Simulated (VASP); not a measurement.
Input of a VASP 6.6.1 run:

File INCAR:

```
SYSTEM = ZrSn3O8
ALGO     = Normal         ! electronic algorithm
EDIFF    = 1E-6           ! SCF threshold, eV
ENCUT    = 520            ! plane-wave cutoff, eV
GGA      = PE             ! functional
ISIF     = 2              ! what is computed and relaxed
ISMEAR   = -1             ! smearing method
LASPH    = .True.         ! aspherical terms in the spheres
LCHARG   = .False.        ! write CHGCAR
LREAL    = .False.        ! projectors in reciprocal space
LWAVE    = .False.        ! write WAVECAR
NBANDS   = 63             ! bands
NELM     = 60             ! most SCF steps
PREC     = Accurate       ! precision mode
SIGMA    = 0.02           ! smearing width, eV
```

File KPOINTS:

```
k-points
0
Gamma
  6 6 4
  0 0 0
```

POSCAR

```
ZrSn3O8
1.0
    3.4216004215     -3.4372301255      0.0000000000
    3.4216004215      3.4372301255      0.0000000000
    0.0000000000      0.0000000000      6.4972730548
Sn Zr O
3 1 8
Direct
    0.5000000000      0.5000000000      0.2509799989
    0.5000000000      0.5000000000      0.7490200011
    0.0000000000      0.0000000000      0.5000000000
    0.0000000000      0.0000000000      0.0000000000
    0.1946438525      0.1946438525      0.2511994936
    0.8053561475      0.8053561475      0.2511994936
    0.6924176019      0.3075823981      0.0000000000
    0.3075823981      0.6924176019      0.0000000000
    0.1946438525      0.1946438525      0.7488005064
    0.8053561475      0.8053561475      0.7488005064
    0.6947702801      0.3052297199      0.5000000000
    0.3052297199      0.6947702801      0.5000000000
```

Potentials or basis: VASP PAW PBE potentials, release 64 (Sn_d, Zr_sv, O).

Command:

```sh
$ cat potpaw_PBE.64/Sn_d/POTCAR potpaw_PBE.64/Zr_sv/POTCAR potpaw_PBE.64/O/POTCAR > POTCAR
$ mpirun -np 1 vasp_std > vasp.out
```

What does it give for the pressure?

0.5 GPa.

What does it give for the largest force?

0.034 eV/Å.

Estimate the band gap on the k mesh.

1.74 eV, direct.

Forces on the atoms (eV/Å):
```
Sn   0.000  0.000 -0.001
Sn   0.000  0.000  0.001
Sn   0.000  0.000  0.000
Zr   0.000  0.000  0.000
O    0.002  0.000 -0.013
O   -0.002  0.000 -0.013
O    0.000 -0.034  0.000
O    0.000  0.034  0.000
O    0.002  0.000  0.013
O   -0.002  0.000  0.013
O    0.000 -0.014  0.000
O    0.000  0.014  0.000
```

Caveat: spin-orbit coupling is left out, which moves the levels of the heavy elements. PBE gaps usually lie below the measured ones, often by a third to a half.
